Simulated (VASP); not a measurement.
# SnTe (F-43m) in VASP: settings compared, part 2 of 2

VASP 6.6.1. The steps go on from the part before.

**5. Single point, PBE**

File INCAR:

```
SYSTEM = SnTe
  ALGO = Normal
  EDIFF = 1E-6
  ENCUT = 520
  GGA = PE
  ISIF = 2
  ISMEAR = 0
  LASPH = .True.
  LCHARG = .False.
  LREAL = .False.
  LWAVE = .False.
  NBANDS = 17
  NELM = 60
  PREC = Accurate
  SIGMA = 0.05
```

File KPOINTS:

```
k-points
0
Gamma
  7 7 7
  0 0 0
```

File POSCAR:

```
SnTe
1.0
    0.0000000000      3.6111460000      3.6111460000
    3.6111460000      0.0000000000      3.6111460000
    3.6111460000      3.6111460000      0.0000000000
Te Sn
1 1
Direct
    0.7500000000      0.7500000000      0.7500000000
    0.0000000000      0.0000000000      0.0000000000
```

Potentials or basis: VASP PAW PBE potentials, release 64 (Te, Sn_d).

Launch:

```
$ cat potpaw_PBE.64/Te/POTCAR potpaw_PBE.64/Sn_d/POTCAR > POTCAR
$ mpirun -np 1 vasp_std > vasp.out
```

OUTCAR:

```text
SYSTEM = SnTe
   EDIFF = 1E-6
   ENCUT = 520
   GGA = PE
   ISIF = 2
   ISMEAR = 0
   LASPH = .True.
   LREAL = .False.
   NELM = 60
   PREC = Accurate

 ion  position               nearest neighbor table
   1  0.750  0.750  0.750-   2 3.13   2 3.13   2 3.13   2 3.13
   2  0.000  0.000  0.000-   1 3.13   1 3.13   1 3.13   1 3.13

  LATTYP: Found a face centered cubic cell.
 ALAT       =     7.2222920000

  Lattice vectors:

 A1 = (   0.0000000000,   3.6111460000,   3.6111460000)
 A2 = (   3.6111460000,   0.0000000000,   3.6111460000)
 A3 = (   3.6111460000,   3.6111460000,   0.0000000000)

Analysis of symmetry for initial positions (statically):
=====================================================================
 Subroutine PRICEL returns:
 Original cell was already a primitive cell.

 Routine SETGRP: Setting up the symmetry group for a
 face centered cubic supercell.

 Subroutine GETGRP returns: Found 24 space group operations
 (whereof 24 operations were pure point group operations)
 out of a pool of 48 trial point group operations.

The static configuration has the point symmetry T_d .

Analysis of symmetry for dynamics (positions and initial velocities):
=====================================================================
 Subroutine PRICEL returns:
 Original cell was already a primitive cell.

 Routine SETGRP: Setting up the symmetry group for a
 face centered cubic supercell.

 Subroutine GETGRP returns: Found 24 space group operations
 (whereof 24 operations were pure point group operations)
 out of a pool of 48 trial point group operations.

The dynamic configuration has the point symmetry T_d .

 Subroutine INISYM returns: Found 24 space group operations
 (whereof 24 operations are pure point group operations),
 and found     1 'primitive' translations

----------------------------------------------------------------------------------------

                                     Primitive cell

  volume of cell :      94.1814

  direct lattice vectors                    reciprocal lattice vectors
     0.000000000  3.611146000  3.611146000    -0.138460201  0.138460201  0.138460201
     3.611146000  0.000000000  3.611146000     0.138460201 -0.138460201  0.138460201
     3.611146000  3.611146000  0.000000000     0.138460201  0.138460201 -0.138460201

  length of vectors
     5.106931649  5.106931649  5.106931649     0.239820102  0.239820102  0.239820102

  position of ions in fractional coordinates (direct lattice)
     0.750000000  0.750000000  0.750000000
     0.000000000  0.000000000  0.000000000

  ion indices of the primitive-cell ions
   primitive index   ion index
                 1           1
                 2           2

----------------------------------------------------------------------------------------

 KPOINTS: k-points

Automatic generation of k-mesh.
 Grid dimensions read from file:
 generate k-points for:    7    7    7

 Generating k-lattice:

  Cartesian coordinates                     Fractional coordinates (reciprocal lattice)
    -0.019780029  0.019780029  0.019780029     0.142857143  0.000000000  0.000000000
     0.019780029 -0.019780029  0.019780029     0.000000000  0.142857143  0.000000000
     0.019780029  0.019780029 -0.019780029     0.000000000  0.000000000  0.142857143

  Length of vectors
     0.034260015  0.034260015  0.034260015

  Shift w.r.t. Gamma in fractional coordinates (k-lattice)
     0.000000000  0.000000000  0.000000000

 Subroutine IBZKPT returns following result:
 ===========================================

 Found     20 irreducible k-points:

 Following reciprocal coordinates:
            Coordinates               Weight
  0.000000  0.000000  0.000000      1.000000
  0.142857  0.000000  0.000000      8.000000
  0.285714  0.000000  0.000000      8.000000
  0.428571  0.000000  0.000000      8.000000
  0.142857  0.142857  0.000000      6.000000
  0.285714  0.142857  0.000000     24.000000
[... 12 lines left out ...]
 -0.428571  0.428571  0.142857     24.000000
 -0.285714  0.428571  0.142857     24.000000
   k-points           NKPTS =     20   k-points in BZ     NKDIM =     20   number of bands    NBANDS=     17
   number of dos      NEDOS =    301   number of ions     NIONS =      2
   total plane-waves  NPLWV =  64000
   dimension x,y,z NGX =    40 NGY =   40 NGZ =   40
   dimension x,y,z NGXF=    80 NGYF=   80 NGZF=   80
   ions per type =               1   1
   NGX,Y,Z   is equivalent  to a cutoff of  13.02, 13.02, 13.02 a.u.
   NGXF,Y,Z  is equivalent  to a cutoff of  26.04, 26.04, 26.04 a.u.
 SYSTEM =  SnTe
   PREC   = accura    normal or accurate (medium, high low for compatibility)
   ISTART =      0    job   : 0-new  1-cont  2-samecut
   ICHARG =      2    charge: 1-file 2-atom 10-const
   ISPIN  =      1    spin polarized calculation?
   LNONCOLLINEAR =      F non collinear calculations
   LSORBIT =      F    spin-orbit coupling
   LASPH  =      T    aspherical Exc in radial PAW
   ENCUT  =  520.0 eV  38.22 Ry    6.18 a.u.   9.50  9.50  9.50*2*pi/ulx,y,z
   NELM   =     60;   NELMIN=  2; NELMDL= -5     # of ELM steps
   EDIFF  = 0.1E-05   stopping-criterion for ELM
   LREAL  =      F    real-space projection
   EDIFFG = 0.1E-04   stopping-criterion for IOM
   NSW    =      0    number of steps for IOM
   IBRION =     -1    ionic relax: 0-MD 1-quasi-New 2-CG
   NFREE  =      0    steps in history (QN), initial steepest desc. (CG)
   ISIF   =      2    stress and relaxation
   ISYM   =      2    0-nonsym 1-usesym 2-fastsym
   POTIM  = 0.5000    time-step for ionic-motion
   TEBEG  =    0.0;   TEEND  =   0.0 temperature during run
   PSTRESS=    0.0 pullay stress
   NELECT =      20.0000    total number of electrons
   NUPDOWN=      -1.0000    fix difference up-down
   EMIN   =  10.00;   EMAX   =-10.00  energy-range for DOS
   EFERMI =   0.00;   METHOD = LEGACY
   ISMEAR =     0;   SIGMA  =   0.05  broadening in eV -4-tet -1-fermi 0-gaus
   EFERMI_NEDOS =   21; number of points for ismear=-14 and -15
   IALGO  =     38    algorithm
   IMIX   =      4    mixing-type and parameters
     AMIX     =   0.40;   BMIX     =  1.00
     AMIX_MAG =   1.60;   BMIX_MAG =  1.00
  volume/ion in A,a.u.               =      47.09       317.78
  Fermi-wavevector in a.u.,A,eV,Ry     =   0.976704  1.845704 12.979296  0.953951
  Thomas-Fermi vector in A             =   2.107344
   LORBIT       =      0    0 simple, 1 ext, 2 COOP (PROOUT), +10 PAW based schemes
   GGA     = PE    functional components
   LHFCALC =     F    Hartree Fock is set to
   AEXX    =    0.0000 exact exchange contribution
   IVDW    =     0    specifies the selected vdW correction
   LEPSILON=     F    determine dielectric tensor
   LRPA    =     F    only Hartree local field effects (RPA)
 non-spin polarized calculation
 Gauss-broadening in eV      SIGMA  =   0.05
  energy-cutoff  :      520.00
  volume of cell :       94.18
 maximum number of plane-waves:      2637
 NGX is ok and might be reduce to    40
   NGX = 19   NGY = 19   NGZ = 19

 number of electron      19.9999999 magnetization

 Free energy of the ion-electron system (eV)
  ---------------------------------------------------
  ext. energy  EPLUGINS =         0.00000000
  ---------------------------------------------------
  free energy    TOTEN  =        -7.06474338 eV

  energy without entropy =       -7.06474334  energy(sigma->0) =       -7.06474336

 E-fermi :   3.1659     XC(G=0):  -7.4438

 val. band max:        2.9953587489   @ k =  -0.2857   0.4286   0.1429
 cond. band min:       3.3264527660   @ k =   0.4286   0.4286   0.0000
 fundamental gap:      0.3310940171
 Fermi energy:         3.1659293622

 k-point     1 :       0.0000    0.0000    0.0000
  band No.  band energies     occupation
      1     -18.6286      2.00000
      2     -18.6286      2.00000
      3     -18.6286      2.00000
      4     -18.6200      2.00000
      5     -18.6200      2.00000
      6      -8.3456      2.00000
[... 9 lines left out ...]
     16       9.6173      0.00000
     17      10.7924      0.00000
[... 361 lines left out ...]
 k-point    20 :      -0.2857    0.4286    0.1429
  band No.  band energies     occupation
      1     -18.6307      2.00000
      2     -18.6268      2.00000
      3     -18.6259      2.00000
      4     -18.6202      2.00000
      5     -18.6195      2.00000
      6      -7.6023      2.00000
[... 9 lines left out ...]
     16      10.5306      0.00000
     17      11.8496      0.00000

------------------------ aborting loop because EDIFF is reached ----------------------------------------

  FORCE on cell =-STRESS in cart. coord.  units (eV):
  Direction    XX          YY          ZZ          XY          YZ          ZX
  --------------------------------------------------------------------------------------
  -------------------------------------------------------------------------------------
  Total       -0.0331975     -0.0331975     -0.0331975      0.0000000      0.0000000      0.0000000
  in kB       -0.5647424     -0.5647424     -0.5647424      0.0000000      0.0000000      0.0000000
  external PRESSURE =      -0.5647424 kB  Pullay stress =       0.0000000 kB

 VOLUME and BASIS-vectors are now :
 -----------------------------------------------------------------------------
  energy-cutoff  :      520.00
  volume of cell :       94.18
      direct lattice vectors                 reciprocal lattice vectors
     0.000000000  3.611146000  3.611146000    -0.138460201  0.138460201  0.138460201
     3.611146000  0.000000000  3.611146000     0.138460201 -0.138460201  0.138460201
     3.611146000  3.611146000  0.000000000     0.138460201  0.138460201 -0.138460201

 POSITION                                       TOTAL-FORCE (eV/Angst)
 -----------------------------------------------------------------------------------
      5.41672      5.41672      5.41672         0.000000      0.000000     -0.000000
      0.00000      0.00000      0.00000        -0.000000     -0.000000      0.000000
 -----------------------------------------------------------------------------------
    total drift:                                0.000000      0.000000      0.000000

  FREE ENERGIE OF THE ION-ELECTRON SYSTEM (eV)
  ---------------------------------------------------
  free  energy   TOTEN  =        -7.0647433763 eV

  energy  without entropy=       -7.0647433424  energy(sigma->0) =       -7.06474336
```

Run time: 68 s. Hardware: 1 thread of Intel Xeon 8259CL, shared host; peak memory 0.25 GiB.

Results:

* Free energy: -7.0647 eV
* Pressure: -0.1 GPa
* Band gap on the k mesh: 0.33 eV, indirect (least direct gap 0.83 eV)

Caveat: spin-orbit coupling is left out, which moves the levels of the heavy elements.

**6. Single point, PBE**

File INCAR:

```
ALGO = Normal
EDIFF = 1E-7
ENCUT = 520
GGA = PE
ISIF = 2
ISMEAR = 0
LASPH = T
LCHARG = F
LREAL = F
LWAVE = F
NBANDS = 17
NELM = 100
PREC = Accurate
SIGMA = 0.02
```

File KPOINTS:

```
k-points
0
Gamma
  7 7 7
```

POSCAR is that of step 5.

Potentials or basis: VASP PAW PBE potentials, release 64 (Te, Sn_d).

Launch:

```
$ cat potpaw_PBE.64/Te/POTCAR potpaw_PBE.64/Sn_d/POTCAR > POTCAR
$ mpirun -np 1 vasp_std > vasp.out
```

OUTCAR:

```text
EDIFF = 1E-7
   ENCUT = 520
   GGA = PE
   ISIF = 2
   ISMEAR = 0
   LASPH = T
   LREAL = F
   NELM = 100
   PREC = Accurate

 ion  position               nearest neighbor table
   1  0.750  0.750  0.750-   2 3.13   2 3.13   2 3.13   2 3.13
   2  0.000  0.000  0.000-   1 3.13   1 3.13   1 3.13   1 3.13

  LATTYP: Found a face centered cubic cell.
 ALAT       =     7.2222920000

  Lattice vectors:

 A1 = (   0.0000000000,   3.6111460000,   3.6111460000)
[... 580 lines left out ...]
------------------------ aborting loop because EDIFF is reached ----------------------------------------

  FORCE on cell =-STRESS in cart. coord.  units (eV):
  Direction    XX          YY          ZZ          XY          YZ          ZX
  --------------------------------------------------------------------------------------
  -------------------------------------------------------------------------------------
  Total       -0.0331708     -0.0331708     -0.0331708      0.0000000      0.0000000      0.0000000
  in kB       -0.5642894     -0.5642894     -0.5642894      0.0000000      0.0000000      0.0000000
  external PRESSURE =      -0.5642894 kB  Pullay stress =       0.0000000 kB

 VOLUME and BASIS-vectors are now :
 -----------------------------------------------------------------------------
  energy-cutoff  :      520.00
  volume of cell :       94.18
      direct lattice vectors                 reciprocal lattice vectors
     0.000000000  3.611146000  3.611146000    -0.138460201  0.138460201  0.138460201
     3.611146000  0.000000000  3.611146000     0.138460201 -0.138460201  0.138460201
     3.611146000  3.611146000  0.000000000     0.138460201  0.138460201 -0.138460201

 POSITION                                       TOTAL-FORCE (eV/Angst)
 -----------------------------------------------------------------------------------
      5.41672      5.41672      5.41672         0.000000      0.000000      0.000000
      0.00000      0.00000      0.00000        -0.000000     -0.000000     -0.000000
 -----------------------------------------------------------------------------------
    total drift:                                0.000000      0.000000      0.000000

  FREE ENERGIE OF THE ION-ELECTRON SYSTEM (eV)
  ---------------------------------------------------
  free  energy   TOTEN  =        -7.0647436497 eV

  energy  without entropy=       -7.0647436497  energy(sigma->0) =       -7.06474365
```

Run time: 73 s. Hardware: 1 thread of Intel Xeon 8259CL, shared host; peak memory 0.25 GiB.

Results:

```
Free energy            : -7.0647 eV
Pressure               : -0.1 GPa
Band gap on the k mesh : 0.33 eV, indirect (least direct gap 0.83 eV)
```

Caveat: spin-orbit coupling is left out, which moves the levels of the heavy elements. A k mesh can miss the band edges.

**7. Overview**

| level | smearing | gap on the mesh (eV) | pressure (GPa) |
| --- | --- | --- | --- |
| PBE | gaussian 0.02 eV | 0.33 | -0.1 |
| PBE | gaussian 0.05 eV | 0.33 | -0.1 |
| RPBE | gaussian 0.05 eV | 0.41 | 0.9 |

Alike in all rows: task single point; potentials or basis VASP PAW PBE potentials, release 64 (Te, Sn_d); no spin polarisation; cell as given; k mesh 7 × 7 × 7; cutoff (eV) 520.

On the cell as given the gap runs from 0.33 eV (PBE) to 0.41 eV (RPBE). The pressure there spans -0.1 GPa (PBE) to 0.9 GPa (RPBE); a positive pressure means that this level wants a larger cell, a negative one a smaller.

Caveats: spin-orbit coupling is left out, which moves the levels of the heavy elements; the PAW data sets were made with another functional, which shifts forces and pressure a little (some runs).

Absolute energies hang on the potentials; compare differences alone.
